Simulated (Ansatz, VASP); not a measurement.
**One calculation of In, two programs**

INCAR

```
SYSTEM = In
PREC = Accurate
ENCUT = 520
EDIFF = 1E-6
ISMEAR = 0
SIGMA = 0.15
LREAL = .FALSE.
LASPH = .TRUE.
NELM = 60
ALGO = Fast
ISIF = 2
LWAVE = .FALSE.
LCHARG = .FALSE.
GGA = PS
NBANDS = 12
```

File KPOINTS:

```
regular mesh
0
G
  20 20 20
  0 0 0
```

The input POSCAR:

```
In
1.0
   -1.6098885000      1.6261500000      2.4739500000
    1.6098885000     -1.6261500000      2.4739500000
    1.6098885000      1.6261500000     -2.4739500000
In
1
Direct
    0.0000000000      0.0000000000      0.0000000000
```

Input for Ansatz:

```yaml
crystal:
  lattice:
    - [-1.6098885, 1.62615, 2.47395]
    - [1.6098885, -1.62615, 2.47395]
    - [1.6098885, 1.62615, -2.47395]
  atoms:
    - { symbol: In, position: [0.0, 0.0, 0.0] }
basis:
  ecutwfc: 420
kpoints:
  mp_grid: { grid: [20, 20, 20] }
hamiltonian:
  xc: pbesol
scf:
  occupations: { method: gaussian, width: 0.15 }
output:
  forces: true
  stress: true
  eigenvalues: true
```

Change from the starting cell: strain -0.0100 x Voigt [1, 0, 0, 0, 0, 0], atoms carried along.

Alike in both runs: task single point; functional PBEsol; k mesh 20 × 20 × 20; occupations gaussian, width 0.15 eV; no spin polarisation.

|  | VASP | Ansatz |
| --- | --- | --- |
| version | VASP 6.6.1 | Ansatz 0.2.0 |
| potentials or method | VASP PAW PBE potentials, release 64 (In_d), cutoff 520 eV | scalar-relativistic, plane waves, PAW |
| valence electrons in the cell | 13 | 13 |

```csv
,VASP,Ansatz,Ansatz less VASP
gap on the k mesh at the Fermi level (eV),none,none,-
pressure (GPa),-0.5,-0.5,+0.01
"traceless stress, the component that is largest in VASP (GPa)",-0.17,-0.17,+0.003
```

VASP's potentials were made for PBE, not for PBEsol. A gap of «none» marks a metal or a gap that the smearing closes.
